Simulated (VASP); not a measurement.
Write the native input for VASP 6.6.1 that does the following.

| Item | Value |
| --- | --- |
| Task | single point |
| Functional | LDA |
| Potentials or basis | VASP PAW LDA potentials, release 64 (Te, Pb_d) |
| Cutoff | 500 eV |
| k mesh | 8 × 8 × 8 |
| Occupations | gaussian, width 0.02 eV |
| Spin | no spin polarisation |
| Dipole correction | no |
| Further INCAR settings | ALGO = Normal; EDIFF = 1e-06; NBANDS = 17 |

The structure of TePb (l) lies in POSCAR:

```
TePb
1.0
    0.0000000000      3.1904240910      3.1904240910
    3.1904240910      0.0000000000      3.1904240910
    3.1904240910      3.1904240910      0.0000000000
Te Pb
1 1
Direct
    0.0000000000      0.0000000000      0.0000000000
    0.5000000000      0.5000000000      0.5000000000
```

The input as run:

INCAR

```
PREC = Accurate
ENCUT = 500
EDIFF = 1E-6
ISMEAR = 0
SIGMA = 0.02
LREAL = False
LASPH = True
NELM = 120
ALGO = Normal
ISIF = 2
LWAVE = False
LCHARG = False
NBANDS = 17
GGA_COMPAT = False
```

KPOINTS

```
regular mesh
0
Gamma
  8 8 8
```

Potentials or basis: VASP PAW LDA potentials, release 64 (Te, Pb_d).

Command:

```sh
$ cat potpaw_LDA.64/Te/POTCAR potpaw_LDA.64/Pb_d/POTCAR > POTCAR
$ mpirun -np 1 vasp_std > vasp.out
```

Results of the run:

| Item | Value |
| --- | --- |
| Pressure | 0.1 GPa |
| Band gap on the k mesh | 0.55 eV, direct |

Caveat: spin-orbit coupling is left out, which moves the levels of the heavy elements.

Wall time 23 s on 1 thread of Intel(R) Xeon(R) Platinum 8259CL CPU @ 2.50GHz (Skylake/Cascade Lake), with other jobs on the host, peak memory 0.18 GiB.
